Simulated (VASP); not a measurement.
Here is a VASP 6.6.1 calculation.

Contents of INCAR:

```
  ALGO = Normal
  EDIFF = 1E-6
  ENCUT = 520
  GGA = PE
  ISIF = 2
  ISMEAR = -1
  LASPH = T
  LCHARG = T
  LDAU = T
  LDAUJ = 0 0
  LDAUL = 2 -1
  LDAUPRINT = 1
  LDAUTYPE = 2
  LDAUU = 6 0
  LELF = T
  LMAXMIX = 4
  LREAL = F
  LVHAR = T
  LWAVE = F
  NBANDS = 24
  NELM = 150
  PREC = Accurate
  SIGMA = 0.05
```

The input KPOINTS:

```
k-points
0
Gamma
  7 7 7
```

File POSCAR:

```
TaF3
1.0
    4.1626376095      0.0000000000      0.0000000000
    0.0000000000      4.1626376095      0.0000000000
    0.0000000000      0.0000000000      4.1626376095
Ta F
1 3
Direct
    0.0000000000      0.0000000000      0.0000000000
    0.0000000000      0.0000000000      0.5000000000
    0.0000000000      0.5000000000      0.0000000000
    0.5000000000      0.0000000000      0.0000000000
```

Potentials or basis: VASP PAW PBE potentials, release 64 (Ta_pv, F).

Launch:

```console
$ cat potpaw_PBE.64/Ta_pv/POTCAR potpaw_PBE.64/F/POTCAR > POTCAR
$ mpirun -np 1 vasp_std > vasp.out
```

**Question.** What does it give for the band gap on the k mesh?

**Answer.** Zero (band 16 reaches 4.56 eV, above the bottom of band 17 at 2.61 eV).

**Question.** Predict the pressure.

**Answer.** 2.3 GPa.

Eigenvalues of the final occupation matrices:
| site | spin | trace | eigenvalues |
| --- | --- | --- | --- |
| site 1 d | 1 | 1.09 | 0.12 0.12 0.28 0.28 0.28 |
| site 1 d | 2 | 1.09 | 0.12 0.12 0.28 0.28 0.28 |

Caveat: spin-orbit coupling is left out, which moves the levels of the heavy elements; U without spin polarisation on a metal has little footing.
